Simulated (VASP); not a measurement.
A run of VASP 6.6.1 is set up as follows.

Contents of INCAR:

```
SYSTEM = CuO
PREC = Accurate
ENCUT = 520
EDIFF = 1E-6
ISMEAR = -1
SIGMA = 0.06122561905347299
LREAL = .FALSE.
LASPH = .TRUE.
NELM = 80
ALGO = Normal
ISIF = 2
LWAVE = .FALSE.
LCHARG = .TRUE.
GGA = PE
LELF = .TRUE.
LVHAR = .TRUE.
NBANDS = 16
```

KPOINTS

```
Automatic mesh
0
G
  15 15 15
  0 0 0
```

The input POSCAR:

```
CuO
1.0
    0.0000000000      2.1075998851      2.1075998851
    2.1075998851      0.0000000000      2.1075998851
    2.1075998851      2.1075998851      0.0000000000
Cu O
1 1
Direct
    0.0000000000      0.0000000000      0.0000000000
    0.5000000000      0.5000000000      0.5000000000
```

Potentials or basis: VASP PAW PBE potentials, release 64 (Cu, O).

Run with:

```sh
$ cat potpaw_PBE.64/Cu/POTCAR potpaw_PBE.64/O/POTCAR > POTCAR
$ mpirun -np 1 vasp_std > vasp.out
```

What does it give for the pressure?

4.1 GPa.

Estimate the band gap on the k mesh.

zero (an odd number of electrons rules out a gap without spin polarisation).

Caveat: the cell stands under pressure; an odd number of electrons without spin polarisation forces a metal; a magnetic or distorted state may lie lower; semilocal functionals often make such compounds metallic where correlation or magnetic order opens a gap, which also shifts bond lengths. With open d or f shells a metallic result of PBE can be an artefact of self-interaction; +U or a hybrid may open a gap.
